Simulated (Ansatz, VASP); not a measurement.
# PbS: VASP beside Ansatz

File POSCAR:

```
PbS
1.0
    0.0000000000      3.3009774971      3.3009774971
    3.3009774971      0.0000000000      3.3009774971
    3.3009774971      3.3009774971      0.0000000000
Pb S
1 1
Direct
    0.0000000000      0.0000000000      0.0000000000
    0.2500000000      0.2500000000      0.2500000000
```

Contents of INCAR.step1:

```
SYSTEM = PbS
PREC = Accurate
ENCUT = 550
ISMEAR = 0
SIGMA = 0.2
LREAL = .False.
LASPH = .True.
NELM = 120
NBANDS = 17
GGA = PE
ALGO = Normal
EDIFF = 1E-5
LWAVE = .True.
LCHARG = .False.
GGA_COMPAT = .False.
```

INCAR.step2

```
SYSTEM = PbS
PREC = Accurate
ENCUT = 550
EDIFF = 1E-6
ISMEAR = 0
SIGMA = 0.2
LREAL = .False.
LASPH = .True.
NELM = 120
ALGO = Normal
ISIF = 2
LWAVE = .False.
LCHARG = .False.
METAGGA = R2SCAN
LMIXTAU = .True.
NBANDS = 17
ISTART = 1
GGA_COMPAT = .False.
```

KPOINTS

```
regular mesh
0
Gamma
  4 4 4
  0 0 0
```

Input for Ansatz:

```yaml
crystal:
  lattice:
    - [0.0, 3.3009774971, 3.3009774971]
    - [3.3009774971, 0.0, 3.3009774971]
    - [3.3009774971, 3.3009774971, 0.0]
  atoms:
    - { symbol: Pb, position: [0.0, 0.0, 0.0] }
    - { symbol: S, position: [0.25, 0.25, 0.25] }
kpoints:
  mp_grid: { grid: [4, 4, 4] }
hamiltonian:
  xc: r2scan
scf:
  occupations: { method: gaussian, width: 0.2 }
  n_extra_bands: 4
output:
  forces: true
  stress: true
  eigenvalues: true
```

Alike in both runs: task single point; functional r2SCAN; k mesh 4 × 4 × 4; occupations gaussian, width 0.2 eV; no spin polarisation.

|  | VASP | Ansatz |
| --- | --- | --- |
| version | VASP 6.6.1 | Ansatz 0.2.0 |
| potentials or method | VASP PAW PBE potentials, release 64 (Pb_d, S) | plane waves |
| plane-wave cutoff (eV) | 550 | 500 |
| valence electrons in the cell | 20 | 20 |

```tsv
	VASP	Ansatz	Ansatz less VASP
pressure (GPa)	0.0	-0.1	-0.01
```

VASP's potentials were made for PBE, not for r2SCAN.

Neither program's run includes spin-orbit coupling.
